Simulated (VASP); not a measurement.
Input of a VASP 6.6.1 run:

INCAR

```
SYSTEM = Ir3C
PREC = Accurate ; ENCUT = 520
EDIFF = 1E-7 ; ISMEAR = 0
SIGMA = 0.1 ; LREAL = .False.
LASPH = .True. ; NELM = 150
ALGO = Normal ; ISIF = 2
LWAVE = .False. ; LCHARG = .False.
ISPIN = 2 ; MAGMOM = 0 0 0 2
LORBIT = 11 ; LMAXMIX = 4
LDIPOL = .True. ; IDIPOL = 3
DIPOL = 0.5 0.5 0.360 ; GGA = CA
NBANDS = 28
```

Contents of KPOINTS:

```
Automatic mesh
0
Gamma
  12 12 1
  0 0 0
```

File POSCAR:

```
Ir3C
1.0
    2.6946510889      0.0000000000      0.0000000000
   -1.3473255444      2.3336362973      0.0000000000
    0.0000000000      0.0000000000     21.2769546740
Ir C
3 1
Direct
    0.6666666667      0.3333333333      0.1879968286
    0.3333333333      0.6666666667      0.2885049938
    0.0000000000      0.0000000000      0.3890103072
    0.0000000000      0.0000000000      0.5737171913
```

Potentials or basis: VASP PAW LDA potentials, release 64 (Ir, C).

Launch:

```console
$ cat potpaw_LDA.64/Ir/POTCAR potpaw_LDA.64/C/POTCAR > POTCAR
$ mpirun -np 1 vasp_std > vasp.out
```

Q: What does it give for the net moment?

A: 0.07 μB per cell.

Q: Estimate the largest force.

A: 0.326 eV/Å.

Q: Predict the site moments.

A: Ir -0.00; C +0.04 μB.

Forces on the atoms (eV/Å):
```
Ir   0.000  0.000 -0.150
Ir   0.000  0.000  0.048
Ir   0.000  0.000  0.326
C    0.000  0.000 -0.225
```
